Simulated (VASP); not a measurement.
Input of a VASP 6.6.1 run:

The input INCAR:

```
SYSTEM = N
PREC = Accurate
ENCUT = 910
EDIFF = 1E-6
ISMEAR = -1
SIGMA = 0.05
LREAL = Auto
LASPH = .True.
NELM = 120
ALGO = Normal
ISIF = 2
LWAVE = .False.
LCHARG = .True.
GGA = PE
IVDW = 12
LELF = .True.
LVHAR = .True.
NBANDS = 78
GGA_COMPAT = .False.
```

File KPOINTS:

```
regular mesh
0
Gamma
  1 1 1
  0 0 0
```

The input POSCAR:

```
N
1.0
    8.8620950000      0.0000000000      0.0000000000
    0.0000000000      8.8620950000      0.0000000000
    0.0000000000      0.0000000000      8.8620950000
N
24
Direct
    0.2365580599      0.4322002867      0.3961140114
    0.2378444375      0.4082217579      0.2731521158
   -0.2004492166      0.9244879456      0.2245067335
   -0.1594092593      0.9286291785      0.3424246750
    0.8117267982      0.5694364594      0.4020832546
    0.7508946812      0.6249989421      0.4931001078
    0.1912414615      0.7743315774      0.5571707367
    0.1882060619      0.8989635069      0.5401431603
    0.7586919346      0.7892264752      0.8239135329
    0.7927470875      0.8816763982      0.7485137544
    0.3797296238      0.8028801316      0.2518027622
    0.4594060434      0.7546635417      0.3356768349
    0.8767904203      0.2593066312      0.7470694006
    0.9603485406      0.3336795645      0.8010859735
    0.9215653861      0.6086935426      1.0723875111
    0.8034330483      0.5879309576      1.0383436422
    0.5670442486      0.2859481872      0.3034271242
    0.6275039931      0.2896719117      0.1934869802
    0.4377068853      0.0874398209      0.5895671396
    0.5088638747      0.0450119300      0.4938110007
    0.3913183057      0.4110314773      0.7560740434
    0.4493407033      0.4257571150      0.6454568587
    0.2345269375      0.7324340351      0.9349143741
    0.2940501089      0.8410426654      0.9161490596
```

Potentials or basis: VASP PAW PBE potentials, release 64 (N_h).

Run with:

```sh
$ cat potpaw_PBE.64/N_h/POTCAR > POTCAR
$ mpirun -np 1 vasp_gam > vasp.out
```

What does it give for the pressure?

-0.5 GPa.

What does it give for the largest force?

2.726 eV/Å.

Estimate the dispersion energy per atom.

-0.043 eV.

Forces on the atoms (eV/Å):
```
N   -0.154 -0.207 -1.132
N   -0.040  0.216  1.033
N    0.213  0.078  0.603
N   -0.168  0.053 -0.641
N    1.080 -1.052 -1.471
N   -1.048  0.878  1.616
N   -0.141  1.706 -0.165
N   -0.223 -1.791  0.248
N   -0.279 -0.023 -0.044
N    0.169  0.372 -0.259
N    0.815 -0.479  0.811
N   -0.718  0.369 -0.937
N   -0.196 -0.139 -0.130
N    0.196  0.146  0.094
N   -0.313 -0.099 -0.067
N    0.409 -0.226  0.347
N    0.741  0.193 -1.339
N   -0.624 -0.079  1.156
N    1.603 -0.902 -1.934
N   -1.415  0.867  2.163
N    0.763  0.237 -1.424
N   -0.676 -0.121  1.585
N    0.509  0.910 -0.224
N   -0.503 -0.907  0.110
```

Caveat: the k points lie up to 0.71 Å⁻¹ apart; the cutoff is under 1.25 times the usual one of these potentials, so pressure, stress and relaxed cells hold a basis-set (Pulay) error; the atoms stand as in a frame of molecular dynamics.
